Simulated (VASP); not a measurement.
# TiAl (P-6m2) in VASP: a series of runs

TiAl is run at these levels: BLYP, LDA, PBEsol; tasks: single point.

All numbers are computed with VASP 6.6.1; they aren't measurements. Logs are shortened: lines on timing, memory, paths and dates and some standing lists are left out, and cuts for length are marked.

## (1) The cell of the first run

Symmetry: P-6m2, No. 187, hexagonal system. The conventional cell has a = 2.867 Å, b = 2.867 Å, c = 4.678 Å, α = 90.00°, β = 90.00°, γ = 120.00°. Ti (site symmetry -6m2) has 6 Al at 2.87 Å and 6 Ti at 2.87 Å within 3.8 Å. Al (site symmetry -6m2) has 6 Ti at 2.87 Å and 6 Al at 2.87 Å within 3.8 Å.

## (2) Single point, BLYP

Input file INCAR:

```
SYSTEM = TiAl
PREC = Accurate
ENCUT = 520
EDIFF = 1E-6
ISMEAR = -1
SIGMA = 0.1
LREAL = .False.
LASPH = .True.
NELM = 100
ALGO = Normal
ISIF = 2
LWAVE = .False.
LCHARG = .False.
GGA = B5
ALDAX = 1.0
AGGAX = 1.0
AGGAC = 1.0
ALDAC = 0.0
NBANDS = 14
```

Input file KPOINTS:

```
Automatic mesh
0
Gamma
  9 9 5
  0 0 0
```

Input file POSCAR:

```
TiAl
1.0
    2.8672600000      0.0000000000      0.0000000000
   -1.4336300000      2.4831200000      0.0000000000
    0.0000000000      0.0000000000      4.6780800000
Ti Al
1 1
Direct
    0.0000000000      0.0000000000      0.0000000000
    0.3333333333      0.6666666667      0.5000000000
```

Potentials or basis: VASP PAW PBE potentials, release 64 (Ti_sv, Al).

On the command line:

```
> cat potpaw_PBE.64/Ti_sv/POTCAR potpaw_PBE.64/Al/POTCAR > POTCAR
> mpirun -np 1 vasp_std > vasp.out
```

OUTCAR:

```text
SYSTEM = TiAl
   PREC = Accurate
   ENCUT = 520
   EDIFF = 1E-6
   ISMEAR = -1
   LREAL = .False.
   LASPH = .True.
   NELM = 100
   ISIF = 2
   GGA = B5

 ion  position               nearest neighbor table
   1  0.000  0.000  0.000-   2 2.87   2 2.87   2 2.87   2 2.87   2 2.87   2 2.87
   2  0.333  0.667  0.500-   1 2.87   1 2.87   1 2.87   1 2.87   1 2.87   1 2.87

  LATTYP: Found a hexagonal cell.
 ALAT       =     2.8672600000
 C/A-ratio  =     1.6315506790

  Lattice vectors:

 A1 = (   2.8672600000,   0.0000000000,   0.0000000000)
 A2 = (  -1.4336300000,   2.4831200000,   0.0000000000)
 A3 = (   0.0000000000,   0.0000000000,   4.6780800000)

Analysis of symmetry for initial positions (statically):
=====================================================================
 Subroutine PRICEL returns:
 Original cell was already a primitive cell.

 Routine SETGRP: Setting up the symmetry group for a
 hexagonal supercell.

 Subroutine GETGRP returns: Found 12 space group operations
 (whereof 12 operations were pure point group operations)
 out of a pool of 24 trial point group operations.

The static configuration has the point symmetry D_3h.

Analysis of symmetry for dynamics (positions and initial velocities):
=====================================================================
 Subroutine PRICEL returns:
 Original cell was already a primitive cell.

 Routine SETGRP: Setting up the symmetry group for a
 hexagonal supercell.

 Subroutine GETGRP returns: Found 12 space group operations
 (whereof 12 operations were pure point group operations)
 out of a pool of 24 trial point group operations.

The dynamic configuration has the point symmetry D_3h.

 Subroutine INISYM returns: Found 12 space group operations
 (whereof 12 operations are pure point group operations),
 and found     1 'primitive' translations

----------------------------------------------------------------------------------------

                                     Primitive cell

  volume of cell :      33.3068

  direct lattice vectors                    reciprocal lattice vectors
     2.867260000  0.000000000  0.000000000     0.348765023  0.201359580  0.000000000
    -1.433630000  2.483120000  0.000000000     0.000000000  0.402719160  0.000000000
     0.000000000  0.000000000  4.678080000     0.000000000  0.000000000  0.213762911

  length of vectors
     2.867260000  2.867260001  4.678080000     0.402719160  0.402719160  0.213762911

  position of ions in fractional coordinates (direct lattice)
     0.000000000  0.000000000  0.000000000
     0.333333333  0.666666667  0.500000000

  ion indices of the primitive-cell ions
   primitive index   ion index
                 1           1
                 2           2

----------------------------------------------------------------------------------------

 KPOINTS: Automatic mesh

Automatic generation of k-mesh.
 Grid dimensions read from file:
 generate k-points for:    9    9    5

 Generating k-lattice:

  Cartesian coordinates                     Fractional coordinates (reciprocal lattice)
     0.038751669  0.022373287  0.000000000     0.111111111 -0.000000000  0.000000000
     0.000000000  0.044746573  0.000000000     0.000000000  0.111111111  0.000000000
     0.000000000  0.000000000  0.042752582     0.000000000  0.000000000  0.200000000

  Length of vectors
     0.044746573  0.044746573  0.042752582

  Shift w.r.t. Gamma in fractional coordinates (k-lattice)
     0.000000000  0.000000000  0.000000000

 Subroutine IBZKPT returns following result:
 ===========================================

 Found     36 irreducible k-points:

 Following reciprocal coordinates:
            Coordinates               Weight
  0.000000  0.000000  0.000000      1.000000
  0.111111  0.000000  0.000000      6.000000
  0.222222  0.000000  0.000000      6.000000
  0.333333  0.000000  0.000000      6.000000
  0.444444  0.000000  0.000000      6.000000
  0.111111  0.111111  0.000000      6.000000
[... 16 lines left out ...]
  0.333333  0.222222  0.200000     24.000000
  0.333333  0.333333  0.200000      4.000000
 [... further k-points ...]
   k-points           NKPTS =     36   k-points in BZ     NKDIM =     36   number of bands    NBANDS=     14
   number of dos      NEDOS =    301   number of ions     NIONS =      2
   total plane-waves  NPLWV =  20736
   dimension x,y,z NGX =    24 NGY =   24 NGZ =   36
   dimension x,y,z NGXF=    48 NGYF=   48 NGZF=   72
   ions per type =               1   1
   NGX,Y,Z   is equivalent  to a cutoff of  13.92, 13.92, 12.79 a.u.
   NGXF,Y,Z  is equivalent  to a cutoff of  27.83, 27.83, 25.59 a.u.
 SYSTEM =  TiAl
   PREC   = accura    normal or accurate (medium, high low for compatibility)
   ISTART =      0    job   : 0-new  1-cont  2-samecut
   ICHARG =      2    charge: 1-file 2-atom 10-const
   ISPIN  =      1    spin polarized calculation?
   LNONCOLLINEAR =      F non collinear calculations
   LSORBIT =      F    spin-orbit coupling
   LASPH  =      T    aspherical Exc in radial PAW
   ENCUT  =  520.0 eV  38.22 Ry    6.18 a.u.   5.33  5.33  8.70*2*pi/ulx,y,z
   NELM   =    100;   NELMIN=  2; NELMDL= -5     # of ELM steps
   EDIFF  = 0.1E-05   stopping-criterion for ELM
   LREAL  =      F    real-space projection
   EDIFFG = 0.1E-04   stopping-criterion for IOM
   NSW    =      0    number of steps for IOM
   IBRION =     -1    ionic relax: 0-MD 1-quasi-New 2-CG
   NFREE  =      0    steps in history (QN), initial steepest desc. (CG)
   ISIF   =      2    stress and relaxation
   ISYM   =      2    0-nonsym 1-usesym 2-fastsym
   POTIM  = 0.5000    time-step for ionic-motion
   TEBEG  =    0.0;   TEEND  =   0.0 temperature during run
   PSTRESS=    0.0 pullay stress
   NELECT =      15.0000    total number of electrons
   NUPDOWN=      -1.0000    fix difference up-down
   EMIN   =  10.00;   EMAX   =-10.00  energy-range for DOS
   EFERMI =   0.00;   METHOD = LEGACY
   ISMEAR =    -1;   SIGMA  =   0.10  broadening in eV -4-tet -1-fermi 0-gaus
   EFERMI_NEDOS =   21; number of points for ismear=-14 and -15
   IALGO  =     38    algorithm
   IMIX   =      4    mixing-type and parameters
     AMIX     =   0.40;   BMIX     =  1.00
     AMIX_MAG =   1.60;   BMIX_MAG =  1.00
  volume/ion in A,a.u.               =      16.65       112.38
  Fermi-wavevector in a.u.,A,eV,Ry     =   1.254858  2.371337 21.424653  1.574668
  Thomas-Fermi vector in A             =   2.388642
   LORBIT       =      0    0 simple, 1 ext, 2 COOP (PROOUT), +10 PAW based schemes
   GGA     = B5    functional components
   LHFCALC =     F    Hartree Fock is set to
   AEXX    =    0.0000 exact exchange contribution
   IVDW    =     0    specifies the selected vdW correction
   LEPSILON=     F    determine dielectric tensor
   LRPA    =     F    only Hartree local field effects (RPA)
 non-spin polarized calculation
  energy-cutoff  :      520.00
  volume of cell :       33.31
 maximum number of plane-waves:       917
 NGX is ok and might be reduce to    24
   NGX = 11   NGY = 11   NGZ = 17

 number of electron      15.0000001 magnetization

 Free energy of the ion-electron system (eV)
  ---------------------------------------------------
  ext. energy  EPLUGINS =         0.00000000
  ---------------------------------------------------
  free energy    TOTEN  =       -10.00366075 eV

  energy without entropy =       -9.92754142  energy(sigma->0) =       -9.96560108

 E-fermi :   8.3911     XC(G=0): -10.3996

 val. band max:        8.3876690594   @ k =   0.3333   0.3333   0.0000
 cond. band min:       8.4010482500   @ k =   0.3333   0.3333   0.2000
 fundamental gap:      0.0133791905
 Fermi energy:         8.3911114504

 k-point     1 :       0.0000    0.0000    0.0000
  band No.  band energies     occupation
      1     -47.9516      2.00000
      2     -24.4400      2.00000
      3     -24.0192      2.00000
      4     -24.0192      2.00000
      5      -0.5598      2.00000
      6       6.0978      2.00000
      7       6.6016      2.00000
      8       9.5624      0.00002
      9       9.5624      0.00002
     10      11.0488      0.00000
     11      11.0488      0.00000
     12      12.1881      0.00000
     13      21.1523      0.00000
     14      21.1523      0.00000

 k-point     2 :       0.1111    0.0000    0.0000
  band No.  band energies     occupation
      1     -47.9403      2.00000
      2     -24.4291      2.00000
      3     -24.0887      2.00000
      4     -24.0349      2.00000
      5      -0.2551      2.00000
      6       6.4227      2.00000
      7       6.6333      2.00000
      8       9.2926      0.00024
      9       9.8074      0.00000
     10      10.9681      0.00000
     11      11.1270      0.00000
     12      12.2604      0.00000
     13      17.9955      0.00000
     14      19.4329      0.00000

 k-point     3 :       0.2222    0.0000    0.0000
  band No.  band energies     occupation
      1     -47.9117      2.00000
      2     -24.4014      2.00000
      3     -24.2623      2.00000
      4     -24.0745      2.00000
      5       0.6409      2.00000
      6       6.7087      2.00000
      7       7.1644      1.99999
      8       8.7569      0.05026
      9      10.4803      0.00000
     10      10.7697      0.00000
     11      11.3991      0.00000
     12      12.4099      0.00000
     13      14.5910      0.00000
     14      17.8947      0.00000

 k-point     4 :       0.3333    0.0000    0.0000
  band No.  band energies     occupation
      1     -47.8790      2.00000
      2     -24.4557      2.00000
      3     -24.3697      2.00000
      4     -24.1193      2.00000
      5       2.0773      2.00000
      6       6.7859      2.00000
      7       7.3284      1.99995
      8       8.3216      1.33442
      9      10.5532      0.00000
     10      11.3753      0.00000
     11      11.9058      0.00000
     12      12.0462      0.00000
     13      13.1480      0.00000
     14      16.7941      0.00000

 k-point     5 :       0.4444    0.0000    0.0000
  band No.  band energies     occupation
      1     -47.8575      2.00000
      2     -24.5799      2.00000
      3     -24.3490      2.00000
      4     -24.1483      2.00000
      5       3.9383      2.00000
      6       6.2488      2.00000
      7       6.8318      2.00000
      8       7.4273      1.99987
      9      10.4169      0.00000
     10      12.0853      0.00000
     11      12.1951      0.00000
[... 276 lines left out ...]
 k-point    22 :       0.2222    0.2222    0.2000
  band No.  band energies     occupation
      1     -47.8645      2.00000
      2     -24.4645      2.00000
      3     -24.3566      2.00000
      4     -24.2169      2.00000
      5       3.0462      2.00000
      6       6.8536      2.00000
      7       7.7609      1.99634
      8       8.3113      1.37917
      9       9.3951      0.00009
     10      10.8972      0.00000
     11      11.3047      0.00000
     12      12.6111      0.00000
     13      13.4203      0.00000
     14      15.9440      0.00000

 k-point    23 :       0.3333    0.2222    0.2000
  band No.  band energies     occupation
      1     -47.8480      2.00000
      2     -24.5077      2.00000
      3     -24.3406      2.00000
      4     -24.2928      2.00000
      5       4.8232      2.00000
      6       6.6473      2.00000
      7       7.5225      1.99966
      8       7.9186      1.98241
      9       8.7730      0.04295
     10      10.8294      0.00000
     11      11.2986      0.00000
     12      12.1041      0.00000
     13      14.0509      0.00000
     14      15.6124      0.00000

 k-point    24 :       0.3333    0.3333    0.2000
  band No.  band energies     occupation
      1     -47.8423      2.00000
      2     -24.4231      2.00000
      3     -24.4200      2.00000
      4     -24.3350      2.00000
      5       6.4706      2.00000
      6       6.6546      2.00000
      7       6.6709      2.00000
      8       7.7639      1.99623
      9       8.4010      0.95036
     10      10.6201      0.00000
     11      11.3569      0.00000
     12      11.4097      0.00000
     13      15.2215      0.00000
     14      15.4113      0.00000

 [... further k-points ...]
[... 5 lines left out ...]
  --------------------------------------------------------------------------------------
  -------------------------------------------------------------------------------------
  Total        0.7742352      0.7742352      0.5627214      0.0000000      0.0000000     -0.0000000
  in kB       37.2435497     37.2435497     27.0689592      0.0000000      0.0000000     -0.0000000
  external PRESSURE =      33.8520195 kB  Pullay stress =       0.0000000 kB

 VOLUME and BASIS-vectors are now :
 -----------------------------------------------------------------------------
  energy-cutoff  :      520.00
  volume of cell :       33.31
      direct lattice vectors                 reciprocal lattice vectors
     2.867260000  0.000000000  0.000000000     0.348765023  0.201359580  0.000000000
    -1.433630000  2.483120000  0.000000000     0.000000000  0.402719160  0.000000000
     0.000000000  0.000000000  4.678080000     0.000000000  0.000000000  0.213762911

 POSITION                                       TOTAL-FORCE (eV/Angst)
 -----------------------------------------------------------------------------------
      0.00000      0.00000      0.00000         0.000000      0.000000      0.000000
     -0.00000      1.65541      2.33904        -0.000000      0.000000      0.000000
 -----------------------------------------------------------------------------------
    total drift:                                0.000000     -0.000000      0.000000

  FREE ENERGIE OF THE ION-ELECTRON SYSTEM (eV)
  ---------------------------------------------------
  free  energy   TOTEN  =       -10.0036607461 eV

  energy  without entropy=       -9.9275414200  energy(sigma->0) =       -9.96560108
```

It took 38 s on 1 thread of AMD EPYC 7R13, shared host; peak memory 0.13 GiB.

Results:

* Free energy: -10.0037 eV
* Pressure: 3.4 GPa

Caveat: the PAW data sets were made with another functional, which shifts forces and pressure a little.

## (3) Single point, LDA

Input file INCAR:

```
  PREC = Accurate
  ENCUT = 520
  EDIFF = 1E-7
  ISMEAR = -1
  SIGMA = 0.1
  LREAL = F
  LASPH = T
  NELM = 100
  ALGO = Normal
  ISIF = 2
  LWAVE = F
  LCHARG = T
  GGA = CA
  LELF = T
  LVHAR = T
  NBANDS = 14
```

Input file KPOINTS:

```
Automatic mesh
0
Gamma
  9 9 5
```

POSCAR is that of step 2.

Potentials or basis: VASP PAW LDA potentials, release 64 (Ti_sv, Al).

On the command line:

```
> cat potpaw_LDA.64/Ti_sv/POTCAR potpaw_LDA.64/Al/POTCAR > POTCAR
> mpirun -np 1 vasp_std > vasp.out
```

It took 28 s on 1 thread of AMD EPYC 7R13, shared host; peak memory 0.12 GiB.

It converged, with:

| Item | Value |
| --- | --- |
| Free energy | -13.2548 eV |
| Pressure | -6.0 GPa |

Stress tensor (GPa, compression positive):
```
-5.61  0.00  0.00
 0.00 -5.61  0.00
 0.00  0.00 -6.63
```

Levels at points of the mesh, in eV from the Fermi level:
| k point | band 5 | band 6 | band 7 | band 8 | band 9 | band 10 |
| --- | --- | --- | --- | --- | --- | --- |
| (0.00, 0.00, 0.00) | -8.95 | -2.32 | -1.82 | 1.22 | 1.22 | 2.68 |

[end of part 1 of 2]
